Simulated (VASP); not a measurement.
# ZnS (sol) in VASP: a series of runs

ZnS (sol) is run at these levels: PBEsol; tasks: single point.

Program: VASP 6.6.1. These are calculated values, not measurements. Logs are shortened: lines on timing, memory, paths and dates and some standing lists are left out, and cuts for length are marked.

### 1 The cell of the first run

It takes space group P6_3mc (No. 186, hexagonal). The conventional cell has a = 3.782 Å, b = 3.782 Å, c = 6.208 Å, α = 90.00°, β = 90.00°, γ = 120.00°. Within 2.9 Å of Zn (site symmetry 3m) lie 3 S at 2.19 Å. S (site symmetry 3m) has 3 Zn at 2.19 Å within 2.9 Å.

### 2 Single point, PBEsol

Contents of INCAR:

```
PREC = Accurate
ENCUT = 520
EDIFF = 1E-6
ISMEAR = 0
SIGMA = 0.01
LREAL = False
LASPH = True
NELM = 100
ALGO = Normal
ISIF = 2
LWAVE = False
LCHARG = True
GGA = PS
LELF = True
LVHAR = True
NBANDS = 26
```

Contents of KPOINTS:

```
Automatic mesh
0
Gamma
  9 9 6
```

Contents of POSCAR:

```
ZnS
1.0
    3.7822376623      0.0000000000      0.0000000000
   -1.8911188312      3.2755138987      0.0000000000
    0.0000000000      0.0000000000      6.2081819577
Zn S
2 2
Direct
    0.3333333333      0.6666666667     -0.0562062351
    0.6666666667      0.3333333333      0.4437937649
    0.3333333333      0.6666666667      0.4312062351
    0.6666666667      0.3333333333      0.9312062351
```

Potentials or basis: VASP PAW PBE potentials, release 64 (Zn, S).

On the command line:

```sh
cat potpaw_PBE.64/Zn/POTCAR potpaw_PBE.64/S/POTCAR > POTCAR
mpirun -np 1 vasp_std > vasp.out
```

OUTCAR:

```text
PREC = Accurate
   ENCUT = 520
   EDIFF = 1E-6
   ISMEAR = 0
   LREAL = False
   LASPH = True
   NELM = 100
   ISIF = 2
   GGA = PS

 ion  position               nearest neighbor table
   1  0.333  0.667  0.944-   4 2.19   4 2.19   4 2.19
   2  0.667  0.333  0.444-   3 2.19   3 2.19   3 2.19
   3  0.333  0.667  0.431-   2 2.19   2 2.19   2 2.19
   4  0.667  0.333  0.931-   1 2.19   1 2.19   1 2.19

  LATTYP: Found a hexagonal cell.
 ALAT       =     3.7822376623
 C/A-ratio  =     1.6414045102

  Lattice vectors:

 A1 = (   3.7822376623,   0.0000000000,   0.0000000000)
 A2 = (  -1.8911188312,   3.2755138987,   0.0000000000)
 A3 = (   0.0000000000,   0.0000000000,   6.2081819577)

Analysis of symmetry for initial positions (statically):
=====================================================================
 Subroutine PRICEL returns:
 Original cell was already a primitive cell.

 Routine SETGRP: Setting up the symmetry group for a
 hexagonal supercell.

 Subroutine GETGRP returns: Found 12 space group operations
 (whereof  6 operations were pure point group operations)
 out of a pool of 24 trial point group operations.

The static configuration has the point symmetry C_3v.
 The point group associated with its full space group is C_6v.

Analysis of symmetry for dynamics (positions and initial velocities):
=====================================================================
 Subroutine PRICEL returns:
 Original cell was already a primitive cell.

 Routine SETGRP: Setting up the symmetry group for a
 hexagonal supercell.

 Subroutine GETGRP returns: Found 12 space group operations
 (whereof  6 operations were pure point group operations)
 out of a pool of 24 trial point group operations.

The dynamic configuration has the point symmetry C_3v.
 The point group associated with its full space group is C_6v.

 Subroutine INISYM returns: Found 12 space group operations
 (whereof  6 operations are pure point group operations),
 and found     1 'primitive' translations

----------------------------------------------------------------------------------------

                                     Primitive cell

  volume of cell :      76.9118

  direct lattice vectors                    reciprocal lattice vectors
     3.782237662  0.000000000  0.000000000     0.264393750  0.152647803  0.000000000
    -1.891118831  3.275513899  0.000000000     0.000000000  0.305295606  0.000000000
     0.000000000  0.000000000  6.208181958     0.000000000  0.000000000  0.161077753

  length of vectors
     3.782237662  3.782237662  6.208181958     0.305295606  0.305295606  0.161077753

  position of ions in fractional coordinates (direct lattice)
     0.333333333  0.666666667  0.943793765
     0.666666667  0.333333333  0.443793765
     0.333333333  0.666666667  0.431206235
     0.666666667  0.333333333  0.931206235

  ion indices of the primitive-cell ions
   primitive index   ion index
                 1           1
                 2           2
                 3           3
                 4           4

----------------------------------------------------------------------------------------

 KPOINTS: Automatic mesh

Automatic generation of k-mesh.
 Grid dimensions read from file:
 generate k-points for:    9    9    6

 Generating k-lattice:

  Cartesian coordinates                     Fractional coordinates (reciprocal lattice)
     0.029377083  0.016960867  0.000000000     0.111111111 -0.000000000  0.000000000
     0.000000000  0.033921734  0.000000000     0.000000000  0.111111111  0.000000000
     0.000000000  0.000000000  0.026846292     0.000000000  0.000000000  0.166666667

  Length of vectors
     0.033921734  0.033921734  0.026846292

  Shift w.r.t. Gamma in fractional coordinates (k-lattice)
     0.000000000  0.000000000  0.000000000

 Subroutine IBZKPT returns following result:
 ===========================================

 Found     48 irreducible k-points:

 Following reciprocal coordinates:
            Coordinates               Weight
  0.000000  0.000000  0.000000      1.000000
  0.111111 -0.000000  0.000000      6.000000
  0.222222  0.000000  0.000000      6.000000
  0.333333  0.000000  0.000000      6.000000
  0.444444  0.000000  0.000000      6.000000
  0.111111  0.111111  0.000000      6.000000
[... 16 lines left out ...]
  0.333333  0.222222  0.166667     24.000000
  0.333333  0.333333  0.166667      4.000000
 [... further k-points ...]
   k-points           NKPTS =     48   k-points in BZ     NKDIM =     48   number of bands    NBANDS=     26
   number of dos      NEDOS =    301   number of ions     NIONS =      4
   total plane-waves  NPLWV =  37632
   dimension x,y,z NGX =    28 NGY =   28 NGZ =   48
   dimension x,y,z NGXF=    56 NGYF=   56 NGZF=   96
   ions per type =               2   2
   NGX,Y,Z   is equivalent  to a cutoff of  12.31, 12.31, 12.85 a.u.
   NGXF,Y,Z  is equivalent  to a cutoff of  24.61, 24.61, 25.71 a.u.
 SYSTEM =  unknown system
   PREC   = accura    normal or accurate (medium, high low for compatibility)
   ISTART =      0    job   : 0-new  1-cont  2-samecut
   ICHARG =      2    charge: 1-file 2-atom 10-const
   ISPIN  =      1    spin polarized calculation?
   LNONCOLLINEAR =      F non collinear calculations
   LSORBIT =      F    spin-orbit coupling
   LASPH  =      T    aspherical Exc in radial PAW
   ENCUT  =  520.0 eV  38.22 Ry    6.18 a.u.   7.03  7.03 11.54*2*pi/ulx,y,z
   NELM   =    100;   NELMIN=  2; NELMDL= -5     # of ELM steps
   EDIFF  = 0.1E-05   stopping-criterion for ELM
   LREAL  =      F    real-space projection
   EDIFFG = 0.1E-04   stopping-criterion for IOM
   NSW    =      0    number of steps for IOM
   IBRION =     -1    ionic relax: 0-MD 1-quasi-New 2-CG
   NFREE  =      0    steps in history (QN), initial steepest desc. (CG)
   ISIF   =      2    stress and relaxation
   ISYM   =      2    0-nonsym 1-usesym 2-fastsym
   POTIM  = 0.5000    time-step for ionic-motion
   TEBEG  =    0.0;   TEEND  =   0.0 temperature during run
   PSTRESS=    0.0 pullay stress
   NELECT =      36.0000    total number of electrons
   NUPDOWN=      -1.0000    fix difference up-down
   EMIN   =  10.00;   EMAX   =-10.00  energy-range for DOS
   EFERMI =   0.00;   METHOD = LEGACY
   ISMEAR =     0;   SIGMA  =   0.01  broadening in eV -4-tet -1-fermi 0-gaus
   EFERMI_NEDOS =   21; number of points for ismear=-14 and -15
   IALGO  =     38    algorithm
   IMIX   =      4    mixing-type and parameters
     AMIX     =   0.40;   BMIX     =  1.00
     AMIX_MAG =   1.60;   BMIX_MAG =  1.00
  volume/ion in A,a.u.               =      19.23       129.76
  Fermi-wavevector in a.u.,A,eV,Ry     =   1.271095  2.402022 21.982704  1.615683
  Thomas-Fermi vector in A             =   2.404047
   LORBIT       =      0    0 simple, 1 ext, 2 COOP (PROOUT), +10 PAW based schemes
   GGA     = PS    functional components
   LHFCALC =     F    Hartree Fock is set to
   AEXX    =    0.0000 exact exchange contribution
   IVDW    =     0    specifies the selected vdW correction
   LEPSILON=     F    determine dielectric tensor
   LRPA    =     F    only Hartree local field effects (RPA)
 non-spin polarized calculation
 Gauss-broadening in eV      SIGMA  =   0.01
  energy-cutoff  :      520.00
  volume of cell :       76.91
 maximum number of plane-waves:      2087
   NGX = 15   NGY = 15   NGZ = 23

 number of electron      36.0000000 magnetization

 Free energy of the ion-electron system (eV)
  ---------------------------------------------------
  ext. energy  EPLUGINS =         0.00000000
  ---------------------------------------------------
  free energy    TOTEN  =       -14.30923099 eV

  energy without entropy =      -14.30923099  energy(sigma->0) =      -14.30923099

 E-fermi :   2.1127     XC(G=0):  -9.9357

 val. band max:        2.0497385131   @ k =   0.1111  -0.0000   0.0000
 cond. band min:       4.5981073396   @ k =   0.0000   0.0000   0.0000
 fundamental gap:      2.5483688266
 Fermi energy:         2.1127208981

 k-point     1 :       0.0000    0.0000    0.0000
  band No.  band energies     occupation
      1     -11.2627      2.00000
      2     -10.4601      2.00000
      3      -4.7503      2.00000
      4      -4.7503      2.00000
      5      -4.7284      2.00000
      6      -4.7284      2.00000
[... 18 lines left out ...]
     25      10.7235      0.00000
     26      11.4282      0.00000

 k-point     2 :       0.1111   -0.0000    0.0000
  band No.  band energies     occupation
      1     -11.1678      2.00000
      2     -10.3919      2.00000
      3      -4.7536      2.00000
      4      -4.7338      2.00000
      5      -4.7097      2.00000
      6      -4.6840      2.00000
[... 18 lines left out ...]
     25      10.1239      0.00000
     26      10.9112      0.00000

 k-point     3 :       0.2222    0.0000    0.0000
  band No.  band energies     occupation
      1     -10.9064      2.00000
      2     -10.2168      2.00000
      3      -4.7533      2.00000
      4      -4.7143      2.00000
      5      -4.5980      2.00000
      6      -4.5662      2.00000
[... 18 lines left out ...]
     25      10.1539      0.00000
     26      10.9885      0.00000

 k-point     4 :       0.3333    0.0000    0.0000
  band No.  band energies     occupation
      1     -10.5547      2.00000
      2     -10.0232      2.00000
      3      -4.7005      2.00000
      4      -4.6134      2.00000
      5      -4.4543      2.00000
      6      -4.4191      2.00000
[... 18 lines left out ...]
     25      11.1273      0.00000
     26      11.9741      0.00000
[... 496 lines left out ...]
      1     -10.3490      2.00000
      2      -9.9776      2.00000
      3      -4.6324      2.00000
      4      -4.6191      2.00000
      5      -4.3412      2.00000
      6      -4.3082      2.00000
[... 18 lines left out ...]
     25      10.0845      0.00000
     26      12.3802      0.00000

 k-point    23 :       0.3333    0.2222    0.1667
  band No.  band energies     occupation
      1     -10.1044      2.00000
      2      -9.9150      2.00000
      3      -4.5154      2.00000
      4      -4.4884      2.00000
      5      -4.2478      2.00000
      6      -4.2290      2.00000
[... 18 lines left out ...]
     25      11.2059      0.00000
     26      12.8926      0.00000

 k-point    24 :       0.3333    0.3333    0.1667
  band No.  band energies     occupation
      1      -9.9567      2.00000
      2      -9.9567      2.00000
      3      -4.4441      2.00000
      4      -4.4441      2.00000
      5      -4.2470      2.00000
      6      -4.2262      2.00000
[... 18 lines left out ...]
     25      12.2491      0.00000
     26      12.4121      0.00000

 [... further k-points ...]
[... 5 lines left out ...]
  --------------------------------------------------------------------------------------
  -------------------------------------------------------------------------------------
  Total        4.4873265      4.4873265     -0.3287411     -0.0000000     -0.0000000      0.0000000
  in kB       93.4771688     93.4771688     -6.8481278     -0.0000000     -0.0000000      0.0000000
  external PRESSURE =      60.0354033 kB  Pullay stress =       0.0000000 kB

 VOLUME and BASIS-vectors are now :
 -----------------------------------------------------------------------------
  energy-cutoff  :      520.00
  volume of cell :       76.91
      direct lattice vectors                 reciprocal lattice vectors
     3.782237662  0.000000000  0.000000000     0.264393750  0.152647803  0.000000000
    -1.891118831  3.275513899  0.000000000     0.000000000  0.305295606  0.000000000
     0.000000000  0.000000000  6.208181958     0.000000000  0.000000000  0.161077753

 POSITION                                       TOTAL-FORCE (eV/Angst)
 -----------------------------------------------------------------------------------
     -0.00000      2.18368      5.85924         0.000000     -0.000000      0.222123
      1.89112      1.09184      2.75515        -0.000000      0.000000      0.222123
     -0.00000      2.18368      2.67701        -0.000000     -0.000000     -0.222123
      1.89112      1.09184      5.78110         0.000000      0.000000     -0.222123
 -----------------------------------------------------------------------------------
    total drift:                               -0.000000      0.000000     -0.001279

  FREE ENERGIE OF THE ION-ELECTRON SYSTEM (eV)
  ---------------------------------------------------
  free  energy   TOTEN  =       -14.3092309909 eV

  energy  without entropy=      -14.3092309909  energy(sigma->0) =      -14.30923099
```

It took 38 s on 1 thread of AMD EPYC 9R45 (Zen 5), shared host; peak memory 0.2 GiB.

What came out:

```
Free energy            : -14.3092 eV
Pressure               : 6.0 GPa
Largest force          : 0.222 eV/Å
Band gap on the k mesh : 2.55 eV, indirect (least direct gap 2.56 eV)
```

Forces on the atoms (eV/Å):
```
Zn   0.000  0.000  0.222
Zn   0.000  0.000  0.222
S    0.000  0.000 -0.222
S    0.000  0.000 -0.222
```

Caveat: the PAW data sets were made with another functional, which shifts forces and pressure a little.

### 3 Single point, PBEsol

Contents of INCAR:

```
PREC     = Accurate       # precision mode
ENCUT    = 520            # plane-wave cutoff, eV
EDIFF    = 1E-6           # SCF threshold, eV
ISMEAR   = 0              # smearing method
SIGMA    = 0.01           # smearing width, eV
LREAL    = False          # projectors in reciprocal space
LASPH    = True           # aspherical terms in the spheres
NELM     = 60             # most SCF steps
ALGO     = Normal         # electronic algorithm
ISIF     = 2              # what is computed and relaxed
LWAVE    = False          # write WAVECAR
LCHARG   = True           # write CHGCAR
GGA      = PS             # functional
LELF     = True           # ELF
LVHAR    = True         
NBANDS   = 26             # bands
```

KPOINTS is that of step 2.

Contents of POSCAR:

```
ZnS
1.0
    3.7822376623      0.0000000000      0.0000000000
   -1.8911188312      3.2755138987      0.0000000000
    0.0000000000      0.0000000000      6.2081819577
Zn S
2 2
Direct
    0.3333333333      0.6666666667     -0.0625000000
    0.6666666667      0.3333333333      0.4375000000
    0.3333333333      0.6666666667      0.4375000000
    0.6666666667      0.3333333333      0.9375000000
```

Potentials or basis: VASP PAW PBE potentials, release 64 (Zn, S).

On the command line:

```sh
cat potpaw_PBE.64/Zn/POTCAR potpaw_PBE.64/S/POTCAR > POTCAR
mpirun -np 1 vasp_std > vasp.out
```

Run time: 42 s. Hardware: 1 thread of AMD EPYC 9R45 (Zen 5), shared host; peak memory 0.2 GiB.

Results (log left out):

| Item | Value |
| --- | --- |
| Free energy | -14.2917 eV |
| Pressure | 6.1 GPa |
| Band gap on the k mesh | 2.55 eV, indirect (least direct gap 2.55 eV) |

Stress tensor (GPa, compression positive):
```
 9.48  0.00  0.00
 0.00  9.48  0.00
 0.00  0.00 -0.60
```

Levels at points of the mesh, in eV from the valence-band top:
| k point | band 14 | band 15 | band 16 | band 17 | band 18 | band 19 | band 20 | band 21 | band 22 | band 23 |
| --- | --- | --- | --- | --- | --- | --- | --- | --- | --- | --- |
| (0.00, 0.00, 0.00) | -0.56 | -0.56 | -0.02 | -0.01 | -0.01 | 2.55 | 2.65 | 6.25 | 6.25 | 7.23 |
| (0.00, 0.00, 0.50) | -2.29 | -0.29 | -0.29 | -0.29 | -0.29 | 3.29 | 3.29 | 6.56 | 6.56 | 6.56 |

Caveat: the PAW data sets were made with another functional, which shifts forces and pressure a little.
